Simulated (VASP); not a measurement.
Here is a VASP 6.6.1 calculation.

File INCAR:

```
SYSTEM = CdGe3
ALGO     = Normal         ! electronic algorithm
EDIFF    = 1E-6           ! SCF threshold, eV
ENCUT    = 520            ! plane-wave cutoff, eV
GGA      = PE             ! functional
ISIF     = 2              ! what is computed and relaxed
ISMEAR   = -1             ! smearing method
LASPH    = .True.         ! aspherical terms in the spheres
LCHARG   = .True.         ! write CHGCAR
LELF     = .True.         ! ELF
LREAL    = .False.        ! projectors in reciprocal space
LVHAR    = .True.       
LWAVE    = .False.        ! write WAVECAR
NBANDS   = 35             ! bands
NELM     = 100            ! most SCF steps
PREC     = Accurate       ! precision mode
SIGMA    = 0.1            ! smearing width, eV
```

KPOINTS

```
k-points
0
Gamma
  6 6 8
  0 0 0
```

The input POSCAR:

```
CdGe3
1.0
   -2.1146640000      2.1146640000      4.6567280000
    2.1146640000     -2.1146640000      4.6567280000
    2.1146640000      2.1146640000     -4.6567280000
Cd Ge
1 3
Direct
    0.0022440000      0.0142280000      0.0131010000
    0.5052820000      0.5084040000      0.0080550000
    0.2539800000      0.7566860000      0.5162680000
    0.7622540000      0.2481320000      0.5028770000
```

Potentials or basis: VASP PAW PBE potentials, release 64 (Cd, Ge_d).

The run is started by

```sh
$ cat potpaw_PBE.64/Cd/POTCAR potpaw_PBE.64/Ge_d/POTCAR > POTCAR
$ mpirun -np 1 vasp_std > vasp.out
```

Estimate the largest force.

0.093 eV/Å.

What does it give for the pressure?

-0.4 GPa.

Stress tensor (GPa, compression positive):
```
 0.22 -0.14  0.31
-0.14 -0.13  0.31
 0.31  0.31 -1.21
```
